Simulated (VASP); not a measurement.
**Se: single point with PBE+D3(BJ)**

Crystal: Se.

```xyz
3
Lattice="4.0670 0.0000 0.0000 -2.0335 3.5221 0.0000 0.0000 0.0000 5.1288" Properties=species:S:1:pos:R:3 pbc="T T T"
Se    1.0060    0.0000    1.7096
Se   -0.5030    0.8712    3.4192
Se    1.5305    2.6509    0.0000
```

```yaml
Program: VASP 6.6.1
Task: single point
Functional: PBE
Dispersion: D3(BJ)
Potentials_or_basis: VASP PAW PBE potentials, release 64 (Se)
Cutoff: 520 eV
k_mesh: 9 × 9 × 6
Occupations: gaussian, width 0.02 eV
Spin: no spin polarisation
```

```json
{
 "Pressure": "0.1 GPa",
 "Largest force": "0.020 eV/Å",
 "Band gap on the k mesh": "0.52 eV",
 "Dispersion energy per atom": "-0.356 eV"
}
```

Forces in eV/Å, atoms in the order of the input:
```
Se   0.020  0.000  0.000
Se  -0.010  0.017  0.000
Se  -0.010 -0.017  0.000
```

Levels at points of the mesh, in eV from the valence-band top:
```csv
k point,band 6,band 7,band 8,band 9,band 10,band 11,band 12,band 13
"(0.00, 0.00, 0.00)",-3.43,-1.86,-1.86,-0.52,1.48,1.48,2.07,6.42
"(0.00, 0.00, 0.50)",-3.08,-1.37,-1.34,-1.34,0.95,0.97,0.97,5.70
```

It took 48 s on 1 thread of Intel(R) Xeon(R) Platinum 8259CL CPU @ 2.50GHz (Skylake/Cascade Lake), with other jobs on the host, peak memory 0.22 GiB.

A k mesh can miss the band edges.
